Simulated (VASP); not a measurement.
Input of a VASP 6.6.1 run:

File INCAR:

```
ALGO     = Normal         # electronic algorithm
EDIFF    = 1E-6           # SCF threshold, eV
ENCUT    = 520            # plane-wave cutoff, eV
GGA      = PS             # functional
ISIF     = 2              # what is computed and relaxed
ISMEAR   = -1             # smearing method
LASPH    = T              # aspherical terms in the spheres
LCHARG   = T              # write CHGCAR
LELF     = T              # ELF
LREAL    = F              # projectors in reciprocal space
LVHAR    = T            
LWAVE    = F              # write WAVECAR
NBANDS   = 21             # bands
NELM     = 100            # most SCF steps
PREC     = Accurate       # precision mode
SIGMA    = 0.03           # smearing width, eV
```

Contents of KPOINTS:

```
k-points
0
Gamma
  14 14 8
```

The input POSCAR:

```
Ru
1.0
    2.6876390600      0.0000000000      0.0000000000
   -1.3438195300      2.3275637022      0.0000000000
    0.0000000000      0.0000000000      4.2531615502
Ru
2
Direct
    0.3333333333      0.6666666667      0.2500000000
    0.6666666667      0.3333333333      0.7500000000
```

Potentials or basis: VASP PAW PBE potentials, release 64 (Ru_pv).

Launch:

```sh
$ cat potpaw_PBE.64/Ru_pv/POTCAR > POTCAR
$ mpirun -np 1 vasp_std > vasp.out
```

(1) Estimate the band gap on the k mesh.

(2) Estimate the pressure.

## Answers

(1) zero (bands 14 and 15 overlap by 3.25 eV).

(2) 0.5 GPa.

Caveat: the PAW data sets were made with another functional, which shifts forces and pressure a little.
